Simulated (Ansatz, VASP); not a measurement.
**One calculation of Ge3PdRu, two programs**

```
Ge Ru Pd
1.0
     4.73448    0.00000    0.00000
     0.00000    4.73448    0.00000
     0.00000    0.00000    4.73448
Ge Ru Pd
3 1 1
Direct
  0.00000 0.50000 0.50000
  0.50000 0.00000 0.50000
  0.50000 0.50000 0.00000
  0.00000 0.00000 0.00000
  0.50000 0.50000 0.50000
```

Change from the starting cell: species swapped into the Ca3BiN type (Pm-3m, No. 221).

Alike in both runs: task single point; functional PBE; k mesh 4 × 4 × 4; occupations gaussian, width 0.1 eV; collinear spin.

|  | VASP | Ansatz |
| --- | --- | --- |
| version | VASP 6.6.1 | Ansatz 0.2.0 |
| potentials or method | VASP PAW PBE potentials, release 64 (Ge_d, Ru_pv, Pd), cutoff 520 eV | scalar-relativistic, plane waves, PAW |
| valence electrons in the cell | 66 | 76 |

```tsv
	VASP	Ansatz	Ansatz less VASP
gap on the k mesh at the Fermi level (eV)	none	none	-
pressure (GPa)	2.0	1.9	-0.08
net moment per atom (μB)	0.42	0.42	0.000
size of the moment on the site where the two differ most (μB)	1.93	2.05	+0.118
```

Site moments also hang on the region over which each program counts them. A gap of «none» marks a metal or a gap that the smearing closes. With one functional, cell and mesh, what is left measures potentials, basis and numerics. VASP's potentials hold 66 valence electrons a cell and Ansatz's 76, so a difference there can come from the potentials and not from the codes.
